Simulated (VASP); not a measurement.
# SrCl2 (Fm-3m) in VASP: notebook

Runs on SrCl2. Level: r2SCAN. Tasks: single point.

All numbers are computed with VASP 6.6.1; they aren't measurements. Logs are shortened: lines on timing, memory, paths and dates and some standing lists are left out, and cuts for length are marked.

## Step 1: The cell of the first run

The structure is cubic, space group Fm-3m (No. 225). The conventional cell has a = 6.930 Å, b = 6.930 Å, c = 6.930 Å, α = 90.00°, β = 90.00°, γ = 90.00°. Within 4.0 Å of Sr (site symmetry m-3m) lie 8 Cl at 3.00 Å. Cl (site symmetry -43m) has 4 Sr at 3.00 Å and 6 Cl at 3.46 Å within 4.0 Å.

## Step 2: Single point, r2SCAN

File POSCAR:

```
SrCl2
1.0
    0.0000000000      3.4649375496      3.4649375496
    3.4649375496      0.0000000000      3.4649375496
    3.4649375496      3.4649375496      0.0000000000
Sr Cl
1 2
Direct
    0.0000000000      0.0000000000      0.0000000000
    0.7500000000      0.7500000000      0.7500000000
    0.2500000000      0.2500000000      0.2500000000
```

File INCAR.step1:

```
PREC = Accurate
ENCUT = 520
ISMEAR = -1
SIGMA = 0.05
LREAL = False
LASPH = True
NELM = 60
NBANDS = 19
GGA = PE
ALGO = Normal
EDIFF = 1E-4
LWAVE = True
LCHARG = False
```

File INCAR.step2:

```
PREC = Accurate
ENCUT = 520
EDIFF = 1E-6
ISMEAR = -1
SIGMA = 0.05
LREAL = False
LASPH = True
NELM = 60
ALGO = Normal
ISIF = 2
LWAVE = False
LCHARG = False
METAGGA = R2SCAN
LMIXTAU = True
NBANDS = 19
ISTART = 1
```

File KPOINTS:

```
regular mesh
0
Gamma
  7 7 7
```

Potentials or basis: VASP PAW PBE potentials, release 64 (Sr_sv, Cl).

Launch:

```sh
cat potpaw_PBE.64/Sr_sv/POTCAR potpaw_PBE.64/Cl/POTCAR > POTCAR
cp INCAR.step1 INCAR
mpirun -np 1 vasp_std > vasp.out
cp INCAR.step2 INCAR
mpirun -np 1 vasp_std > vasp.out
```

OUTCAR:

```text
PREC = Accurate
   ENCUT = 520
   EDIFF = 1E-6
   ISMEAR = -1
   LREAL = False
   LASPH = True
   NELM = 60
   ISIF = 2
   METAGGA = R2SCAN
   ISTART = 1

 ion  position               nearest neighbor table
   1  0.000  0.000  0.000-   2 3.00   2 3.00   2 3.00   2 3.00   3 3.00   3 3.00   3 3.00   3 3.00

   2  0.750  0.750  0.750-   1 3.00   1 3.00   1 3.00   1 3.00
   3  0.250  0.250  0.250-   1 3.00   1 3.00   1 3.00   1 3.00

  LATTYP: Found a face centered cubic cell.
 ALAT       =     6.9298750992

  Lattice vectors:

 A1 = (   0.0000000000,   3.4649375496,   3.4649375496)
 A2 = (   3.4649375496,   0.0000000000,   3.4649375496)
 A3 = (   3.4649375496,   3.4649375496,   0.0000000000)

Analysis of symmetry for initial positions (statically):
=====================================================================
 Subroutine PRICEL returns:
 Original cell was already a primitive cell.

 Routine SETGRP: Setting up the symmetry group for a
 face centered cubic supercell.

 Subroutine GETGRP returns: Found 48 space group operations
 (whereof 48 operations were pure point group operations)
 out of a pool of 48 trial point group operations.

The static configuration has the point symmetry O_h .

Analysis of symmetry for dynamics (positions and initial velocities):
=====================================================================
 Subroutine PRICEL returns:
 Original cell was already a primitive cell.

 Routine SETGRP: Setting up the symmetry group for a
 face centered cubic supercell.

 Subroutine GETGRP returns: Found 48 space group operations
 (whereof 48 operations were pure point group operations)
 out of a pool of 48 trial point group operations.

The dynamic configuration has the point symmetry O_h .

 Subroutine INISYM returns: Found 48 space group operations
 (whereof 48 operations are pure point group operations),
 and found     1 'primitive' translations

----------------------------------------------------------------------------------------

                                     Primitive cell

  volume of cell :      83.1986

  direct lattice vectors                    reciprocal lattice vectors
     0.000000000  3.464937550  3.464937550    -0.144302745  0.144302745  0.144302745
     3.464937550  0.000000000  3.464937550     0.144302745 -0.144302745  0.144302745
     3.464937550  3.464937550  0.000000000     0.144302745  0.144302745 -0.144302745

  length of vectors
     4.900161675  4.900161675  4.900161675     0.249939686  0.249939686  0.249939686

  position of ions in fractional coordinates (direct lattice)
     0.000000000  0.000000000  0.000000000
     0.750000000  0.750000000  0.750000000
     0.250000000  0.250000000  0.250000000

  ion indices of the primitive-cell ions
   primitive index   ion index
                 1           1
                 2           2
                 3           3

----------------------------------------------------------------------------------------

 KPOINTS: regular mesh

Automatic generation of k-mesh.
 Grid dimensions read from file:
 generate k-points for:    7    7    7

 Generating k-lattice:

  Cartesian coordinates                     Fractional coordinates (reciprocal lattice)
    -0.020614678  0.020614678  0.020614678     0.142857143  0.000000000  0.000000000
     0.020614678 -0.020614678  0.020614678     0.000000000  0.142857143  0.000000000
     0.020614678  0.020614678 -0.020614678     0.000000000  0.000000000  0.142857143

  Length of vectors
     0.035705669  0.035705669  0.035705669

  Shift w.r.t. Gamma in fractional coordinates (k-lattice)
     0.000000000  0.000000000  0.000000000

 Subroutine IBZKPT returns following result:
 ===========================================

 Found     20 irreducible k-points:

 Following reciprocal coordinates:
            Coordinates               Weight
  0.000000  0.000000  0.000000      1.000000
  0.142857  0.000000  0.000000      8.000000
  0.285714  0.000000  0.000000      8.000000
  0.428571  0.000000  0.000000      8.000000
  0.142857  0.142857  0.000000      6.000000
  0.285714  0.142857  0.000000     24.000000
[... 12 lines left out ...]
 -0.428571  0.428571  0.142857     24.000000
 -0.285714  0.428571  0.142857     24.000000
   k-points           NKPTS =     20   k-points in BZ     NKDIM =     20   number of bands    NBANDS=     19
   number of dos      NEDOS =    301   number of ions     NIONS =      3
   total plane-waves  NPLWV =  46656
   dimension x,y,z NGX =    36 NGY =   36 NGZ =   36
   dimension x,y,z NGXF=    72 NGYF=   72 NGZF=   72
   ions per type =               1   2
   NGX,Y,Z   is equivalent  to a cutoff of  12.21, 12.21, 12.21 a.u.
   NGXF,Y,Z  is equivalent  to a cutoff of  24.43, 24.43, 24.43 a.u.
 SYSTEM =  unknown system
   PREC   = accura    normal or accurate (medium, high low for compatibility)
   ISTART =      1    job   : 0-new  1-cont  2-samecut
   ICHARG =      0    charge: 1-file 2-atom 10-const
   ISPIN  =      1    spin polarized calculation?
   LNONCOLLINEAR =      F non collinear calculations
   LSORBIT =      F    spin-orbit coupling
   LASPH  =      T    aspherical Exc in radial PAW
   ENCUT  =  520.0 eV  38.22 Ry    6.18 a.u.   9.11  9.11  9.11*2*pi/ulx,y,z
   NELM   =     60;   NELMIN=  2; NELMDL=  0     # of ELM steps
   EDIFF  = 0.1E-05   stopping-criterion for ELM
   LREAL  =      F    real-space projection
   EDIFFG = 0.1E-04   stopping-criterion for IOM
   NSW    =      0    number of steps for IOM
   IBRION =     -1    ionic relax: 0-MD 1-quasi-New 2-CG
   NFREE  =      0    steps in history (QN), initial steepest desc. (CG)
   ISIF   =      2    stress and relaxation
   ISYM   =      2    0-nonsym 1-usesym 2-fastsym
   POTIM  = 0.5000    time-step for ionic-motion
   TEBEG  =    0.0;   TEEND  =   0.0 temperature during run
   PSTRESS=    0.0 pullay stress
   NELECT =      24.0000    total number of electrons
   NUPDOWN=      -1.0000    fix difference up-down
   EMIN   =  10.00;   EMAX   =-10.00  energy-range for DOS
   EFERMI =   0.00;   METHOD = LEGACY
   ISMEAR =    -1;   SIGMA  =   0.05  broadening in eV -4-tet -1-fermi 0-gaus
   EFERMI_NEDOS =   21; number of points for ismear=-14 and -15
   IALGO  =     38    algorithm
   IMIX   =      4    mixing-type and parameters
     AMIX     =   0.40;   BMIX     =  1.00
     AMIX_MAG =   1.60;   BMIX_MAG =  1.00
  volume/ion in A,a.u.               =      27.73       187.15
  Fermi-wavevector in a.u.,A,eV,Ry     =   1.081699  2.044115 15.919811  1.170073
  Thomas-Fermi vector in A             =   2.217722
   LORBIT       =      0    0 simple, 1 ext, 2 COOP (PROOUT), +10 PAW based schemes
   METAGGA = R2SCAN    functional components
   LHFCALC =     F    Hartree Fock is set to
   AEXX    =    0.0000 exact exchange contribution
   IVDW    =     0    specifies the selected vdW correction
   LEPSILON=     F    determine dielectric tensor
   LRPA    =     F    only Hartree local field effects (RPA)
 non-spin polarized calculation
  energy-cutoff  :      520.00
  volume of cell :       83.20
 maximum number of plane-waves:      2251
   NGX = 19   NGY = 19   NGZ = 19

 number of electron      24.0000003 magnetization

 Free energy of the ion-electron system (eV)
  ---------------------------------------------------
  ext. energy  EPLUGINS =         0.00000000
  ---------------------------------------------------
  free energy    TOTEN  =       -35.68719497 eV

  energy without entropy =      -35.68719497  energy(sigma->0) =      -35.68719497

 E-fermi :   0.9737     XC(G=0):  -8.8616

 val. band max:       -0.1223394373   @ k =  -0.4286   0.4286   0.0000
 cond. band min:       5.9578796569   @ k =   0.0000   0.0000   0.0000
 fundamental gap:      6.0802190942
 Fermi energy:         0.9737267000

 k-point     1 :       0.0000    0.0000    0.0000
  band No.  band energies     occupation
      1     -33.9702      2.00000
      2     -15.3492      2.00000
      3     -15.3492      2.00000
      4     -15.3492      2.00000
      5     -14.0387      2.00000
      6     -13.1210      2.00000
[... 11 lines left out ...]
     18       9.5734      0.00000
     19      10.1032      0.00000

 k-point     2 :       0.1429    0.0000    0.0000
  band No.  band energies     occupation
      1     -33.9695      2.00000
      2     -15.4397      2.00000
      3     -15.3521      2.00000
      4     -15.3521      2.00000
      5     -13.8977      2.00000
      6     -13.1681      2.00000
[... 11 lines left out ...]
     18       9.4283      0.00000
     19      10.4420      0.00000

 k-point     3 :       0.2857    0.0000    0.0000
  band No.  band energies     occupation
      1     -33.9679      2.00000
      2     -15.5946      2.00000
      3     -15.3585      2.00000
      4     -15.3585      2.00000
      5     -13.6680      2.00000
      6     -13.2281      2.00000
[... 11 lines left out ...]
     18       9.2927      0.00000
     19      10.1278      0.00000

 k-point     4 :       0.4286    0.0000    0.0000
  band No.  band energies     occupation
      1     -33.9666      2.00000
      2     -15.6904      2.00000
      3     -15.3637      2.00000
      4     -15.3637      2.00000
      5     -13.6096      2.00000
      6     -13.1715      2.00000
[... 11 lines left out ...]
     18       9.3313      0.00000
     19       9.5779      0.00000

 k-point     5 :       0.1429    0.1429    0.0000
  band No.  band energies     occupation
      1     -33.9693      2.00000
      2     -15.4624      2.00000
      3     -15.3561      2.00000
      4     -15.3561      2.00000
      5     -13.8481      2.00000
      6     -13.1870      2.00000
[... 11 lines left out ...]
     18       9.3613      0.00000
     19       9.8435      0.00000
[... 246 lines left out ...]
      2     -15.6379      2.00000
      3     -15.4258      2.00000
      4     -15.3679      2.00000
      5     -13.4506      2.00000
      6     -13.3133      2.00000
[... 11 lines left out ...]
     18       9.1815      0.00000
     19      10.3644      0.00000

 k-point    18 :      -0.4286    0.2857    0.1429
  band No.  band energies     occupation
      1     -33.9658      2.00000
      2     -15.6466      2.00000
      3     -15.5005      2.00000
      4     -15.3741      2.00000
      5     -13.4039      2.00000
      6     -13.2566      2.00000
[... 11 lines left out ...]
     18       9.7943      0.00000
     19      10.2838      0.00000

 k-point    19 :      -0.4286    0.4286    0.1429
  band No.  band energies     occupation
      1     -33.9654      2.00000
      2     -15.7069      2.00000
      3     -15.4649      2.00000
      4     -15.3834      2.00000
      5     -13.3774      2.00000
      6     -13.2387      2.00000
[... 11 lines left out ...]
     18       9.9806      0.00000
     19      10.7466      0.00000

 k-point    20 :      -0.2857    0.4286    0.1429
  band No.  band energies     occupation
      1     -33.9653      2.00000
      2     -15.6296      2.00000
      3     -15.5622      2.00000
      4     -15.3824      2.00000
      5     -13.3323      2.00000
      6     -13.2631      2.00000
[... 11 lines left out ...]
     18      10.2805      0.00000
     19      10.9048      0.00000

------------------------ aborting loop because EDIFF is reached ----------------------------------------

  FORCE on cell =-STRESS in cart. coord.  units (eV):
  Direction    XX          YY          ZZ          XY          YZ          ZX
  --------------------------------------------------------------------------------------
  -------------------------------------------------------------------------------------
  Total        0.6067271      0.6067271      0.6067271      0.0000000      0.0000000      0.0000000
  in kB       11.6838976     11.6838976     11.6838976      0.0000000      0.0000000      0.0000000
  external PRESSURE =      11.6838976 kB  Pullay stress =       0.0000000 kB

 VOLUME and BASIS-vectors are now :
 -----------------------------------------------------------------------------
  energy-cutoff  :      520.00
  volume of cell :       83.20
      direct lattice vectors                 reciprocal lattice vectors
     0.000000000  3.464937550  3.464937550    -0.144302745  0.144302745  0.144302745
     3.464937550  0.000000000  3.464937550     0.144302745 -0.144302745  0.144302745
     3.464937550  3.464937550  0.000000000     0.144302745  0.144302745 -0.144302745

 POSITION                                       TOTAL-FORCE (eV/Angst)
 -----------------------------------------------------------------------------------
      0.00000      0.00000      0.00000        -0.000000     -0.000000      0.000000
      5.19741      5.19741      5.19741         0.000000      0.000000      0.000000
      1.73247      1.73247      1.73247         0.000000      0.000000     -0.000000
 -----------------------------------------------------------------------------------
    total drift:                                0.000000      0.000000      0.000000

  FREE ENERGIE OF THE ION-ELECTRON SYSTEM (eV)
  ---------------------------------------------------
  free  energy   TOTEN  =       -35.6871949666 eV

  energy  without entropy=      -35.6871949666  energy(sigma->0) =      -35.68719497
```

Run time: 2 min. Hardware: 1 thread of Intel Xeon Platinum 8488C (Sapphire Rapids), shared host; peak memory 0.22 GiB.

What came out:

```yaml
Free_energy: -35.6872 eV
Pressure: 1.2 GPa
Band_gap_on_the_k_mesh: 6.08 eV (least direct gap 6.19 eV)
```

Caveat: the PAW data sets were made with another functional, which shifts forces and pressure a little; an odd mesh through Γ misses points on the zone boundary, where band edges can lie. r2SCAN opens gaps a little over a GGA but as a rule still falls short of measured ones.

## Step 3: Single point, r2SCAN

This run uses another cell than the first one, of 28.30 Å³/atom.

File POSCAR:

```
SrCl2
1.0
    0.0000000000      3.4883500000      3.4883500000
    3.4883500000      0.0000000000      3.4883500000
    3.4883500000      3.4883500000      0.0000000000
Sr Cl
1 2
Direct
    0.0000000000      0.0000000000      0.0000000000
    0.7500000000      0.7500000000      0.7500000000
    0.2500000000      0.2500000000      0.2500000000
```

INCAR.step1, as its differences from that of step 2:

```diff
@@ -6,3 +6,3 @@
 LASPH = True
-NELM = 60
+NELM = 100
 NBANDS = 19
```

INCAR.step2, as its differences from that of step 2:

```diff
@@ -2,3 +2,3 @@
 ENCUT = 520
-EDIFF = 1E-6
+EDIFF = 1E-7
 ISMEAR = -1
@@ -7,3 +7,3 @@
 LASPH = True
-NELM = 60
+NELM = 100
 ALGO = Normal
```

KPOINTS is that of step 2.

Potentials or basis: VASP PAW PBE potentials, release 64 (Sr_sv, Cl).

Launch:

```sh
cat potpaw_PBE.64/Sr_sv/POTCAR potpaw_PBE.64/Cl/POTCAR > POTCAR
cp INCAR.step1 INCAR
mpirun -np 1 vasp_std > vasp.out
cp INCAR.step2 INCAR
mpirun -np 1 vasp_std > vasp.out
```

It took 2.9 min on 1 thread of Intel Xeon Platinum 8488C (Sapphire Rapids), shared host; peak memory 0.26 GiB.

The run converged. Its results:

| Item | Value |
| --- | --- |
| Free energy | -35.6960 eV |
| Pressure | 0.3 GPa |
| Band gap on the k mesh | 6.00 eV (least direct gap 6.19 eV) |

Levels at points of the mesh, in eV from the valence-band top:
```csv
k point,band 8,band 9,band 10,band 11,band 12,band 13,band 14,band 15,band 16,band 17
"(0.00, 0.00, 0.00)",-2.12,-2.12,-0.31,-0.31,-0.31,6.00,6.72,6.72,9.66,9.66
```

Caveat: the PAW data sets were made with another functional, which shifts forces and pressure a little; an odd mesh through Γ misses points on the zone boundary, where band edges can lie.

(Part 1 of 2 ends here.)
